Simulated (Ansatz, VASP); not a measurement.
# One calculation of TiS2, two programs

```
CELL_PARAMETERS angstrom
3.36055 0.00000 0.00000
-1.68028 2.91033 0.00000
0.00000 0.00000 5.52223
ATOMIC_POSITIONS crystal
Ti 0.00000 0.00000 0.00000
S 0.33333 0.66667 0.25856
S 0.66667 0.33333 0.74144
```

Alike in both runs: functional PBE; dispersion D3(BJ); k mesh 15 × 15 × 8; occupations methfessel-paxton of order 1, width 0.2 eV; no spin polarisation.

Ansatz relaxed the structure, and its values are those at the end. VASP's run is a single point on that final structure, the one shown.

|  | VASP | Ansatz |
| --- | --- | --- |
| version | VASP 6.6.1 | Ansatz 0.2.0 |
| potentials or method | VASP PAW PBE potentials, release 64 (Ti_sv, S), cutoff 500 eV | scalar-relativistic, plane waves, PAW |
| valence electrons in the cell | 24 | 24 |

|  | VASP | Ansatz | Ansatz less VASP |
| --- | --- | --- | --- |
| gap on the k mesh at the Fermi level (eV) | none | none | - |
| pressure (GPa) | 0.0 | 0.0 | +0.02 |

A gap of «none» marks a metal or a gap that the smearing closes.
